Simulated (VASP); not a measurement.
Wanted: the native input for a VASP 6.6.1 run.

| Item | Value |
| --- | --- |
| Task | relaxation of cell and atoms |
| Functional | PBE |
| Potentials or basis | VASP PAW PBE potentials, release 64 (Hf_pv, Sc_sv) |
| Cutoff | 600 eV |
| k mesh | 6 × 6 × 6 |
| Occupations | gaussian, width 0.1 eV |
| Spin | no spin polarisation |
| Dipole correction | no |
| Further INCAR settings | ALGO = Normal; EDIFF = 1e-06; IBRION = 2; EDIFFG = -0.04; NSW = 90; ISIF = 3 |

The structure of HfSc3 lies in POSCAR:

```
HfSc3
1.0
   -2.0574217407      2.0574217407      4.5957992129
    2.0574217407     -2.0574217407      4.5957992129
    2.0574217407      2.0574217407     -4.5957992129
Hf Sc
1 3
Direct
    0.0000000000      0.0000000000      0.0000000000
    0.5000000000      0.5000000000      0.0000000000
    0.2500000000      0.7500000000      0.5000000000
    0.7500000000      0.2500000000      0.5000000000
```

The input as run:

INCAR

```
PREC     = Accurate       # precision mode
ENCUT    = 600            # plane-wave cutoff, eV
EDIFF    = 1E-6           # SCF threshold, eV
ISMEAR   = 0              # smearing method
SIGMA    = 0.1            # smearing width, eV
LREAL    = F              # projectors in reciprocal space
LASPH    = T              # aspherical terms in the spheres
NELM     = 60             # most SCF steps
ALGO     = Normal         # electronic algorithm
ISIF     = 3              # what is computed and relaxed
LWAVE    = F              # write WAVECAR
LCHARG   = F              # write CHGCAR
GGA      = PE             # functional
IBRION   = 2              # ionic algorithm
NSW      = 90             # ionic steps
EDIFFG   = -0.04          # ionic threshold
```

KPOINTS

```
regular mesh
0
Gamma
  6 6 6
```

Potentials or basis: VASP PAW PBE potentials, release 64 (Hf_pv, Sc_sv).

The run is started by

```sh
$ cat potpaw_PBE.64/Hf_pv/POTCAR potpaw_PBE.64/Sc_sv/POTCAR > POTCAR
$ mpirun -np 1 vasp_std > vasp.out
```

It gave:

| Item | Value |
| --- | --- |
| Relaxed volume | 23.67 Å³/atom |
| Relaxed cell | a = 5.568 Å, b = 5.568 Å, c = 5.568 Å, α = 131.54°, β = 131.54°, γ = 70.95° |
| Space group after relaxing (to 0.1 Å) | I4/mmm (No. 139) |
| Energy gained by relaxing | 221.1 meV/atom |
| Ionic steps | 8 |
| Pressure after relaxing | -0.1 GPa |
| Band gap on the k mesh | zero (an odd number of electrons rules out a gap without spin polarisation) |

Caveat: the volume moved by over 15 % at a fixed basis, so the end points are rough; spin-orbit coupling is left out, which moves the levels of the heavy elements.

Run time: 24 min on 1 thread of Intel Xeon 8259CL, with other jobs on the host, peak memory 0.38 GiB.
